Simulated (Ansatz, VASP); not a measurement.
# One calculation of MgO, two programs

```
CELL_PARAMETERS angstrom
2.93802 0.00000 0.00000
-1.46901 2.54440 0.00000
0.00000 0.00000 2.67968
ATOMIC_POSITIONS crystal
Mg 0.00000 0.00000 0.00000
O 0.33333 0.66667 0.50000
```

Alike in both runs: task single point; functional LDA; k mesh 10 × 10 × 10; occupations fermi-dirac, width 0.05 eV; no spin polarisation.

|  | VASP | Ansatz |
| --- | --- | --- |
| version | VASP 6.6.1 | Ansatz 0.2.0 |
| potentials or method | VASP PAW LDA potentials, release 64 (Mg, O), cutoff 520 eV | all-electron LAPW, scalar-relativistic |

VASP gave:

| Quantity | Value |
| --- | --- |
| gap on the k mesh at the Fermi level (eV) | 2.95 |
| least direct gap on the mesh (eV) | 3.35 |
| pressure (GPa) | -11.0 |
| traceless stress, the component that is largest in VASP (GPa) | -1.06 |

What did Ansatz give for the same quantities?

gap on the k mesh at the Fermi level (eV): 2.96; least direct gap on the mesh (eV): 3.35; pressure (GPa): -9.2; traceless stress, the component that is largest in VASP (GPa): -0.84.

LDA's correlation is that of Perdew and Zunger in VASP and of Perdew and Wang (1992) in Ansatz. Ansatz ran all-electron here, and VASP with PAW potentials.
